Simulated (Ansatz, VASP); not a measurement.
# Si2Ni: VASP beside Ansatz

```
Si Ni
1.0
     0.00000    2.69570    2.69570
     2.69570    0.00000    2.69570
     2.69570    2.69570    0.00000
Si Ni
2 1
Cartesian
  1.3479 1.3479 1.3479
  4.0436 4.0436 4.0436
  0.0000 0.0000 0.0000
```

Alike in both runs: functional PBEsol; k mesh 14 × 14 × 14; occupations gaussian, width 0.1 eV; no spin polarisation.

Ansatz relaxed the structure, and its values are those at the end. VASP's run is a single point on that final structure, the one shown.

|  | VASP | Ansatz |
| --- | --- | --- |
| version | VASP 6.6.1 | Ansatz 0.2.0 |
| potentials or method | VASP PAW PBE potentials, release 64 (Si, Ni), cutoff 520 eV | scalar-relativistic, plane waves, PAW |
| valence electrons in the cell | 18 | 26 |

|  | VASP | Ansatz | Ansatz less VASP |
| --- | --- | --- | --- |
| gap on the k mesh at the Fermi level (eV) | none | none | - |
| pressure (GPa) | 0.1 | 0.0 | -0.07 |

VASP's potentials were made for PBE, not for PBEsol. A gap of «none» marks a metal or a gap that the smearing closes. The functional is the same, so the differences come from potentials, cutoffs and numerics. VASP's potentials hold 18 valence electrons a cell and Ansatz's 26, so a difference there can come from the potentials and not from the codes.
